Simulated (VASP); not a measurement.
Crystal: CdSe.

```
CELL_PARAMETERS angstrom
0.00000 3.07027 3.07027
3.07027 0.00000 3.07027
3.07027 3.07027 0.00000
ATOMIC_POSITIONS crystal
Cd 0.00000 0.00000 0.00000
Se 0.25000 0.25000 0.25000
```

* Program: VASP 6.6.1
* Task: relaxation of cell and atoms
* Functional: LDA
* Potentials or basis: VASP PAW LDA potentials, release 64 (Cd, Se)
* Cutoff: 600 eV
* k mesh: 8 × 8 × 8
* Occupations: fermi-dirac, width 0.05 eV
* Spin: no spin polarisation

At the start: pressure -2.9 GPa; volume 28.94 Å³/atom.

Task: Where does the relaxation end?

Result: Over 3 steps the energy falls by 15.8 meV/atom and the volume is 27.31 Å³/atom (-5.7 %); space group F-43m (No. 216, to 0.1 Å) before and after.

The path:
| step | energy change (eV) | largest force (eV/Å) | pressure (GPa) | volume (Å³) |
| --- | --- | --- | --- | --- |
| 1 | 0.0000 | 0.0000 | -2.93 | 57.88 |
| 2 | -0.0278 | 0.0000 | 1.17 | 53.57 |
| 3 | -0.0316 | 0.0000 | -0.01 | 54.61 |

Final structure:
```xyz
2
Lattice="0.0000 3.0113 3.0113 3.0113 0.0000 3.0113 3.0113 3.0113 0.0000" Properties=species:S:1:pos:R:3 pbc="T T T"
Cd    0.0000    0.0000    0.0000
Se    1.5057    1.5057    1.5057
```
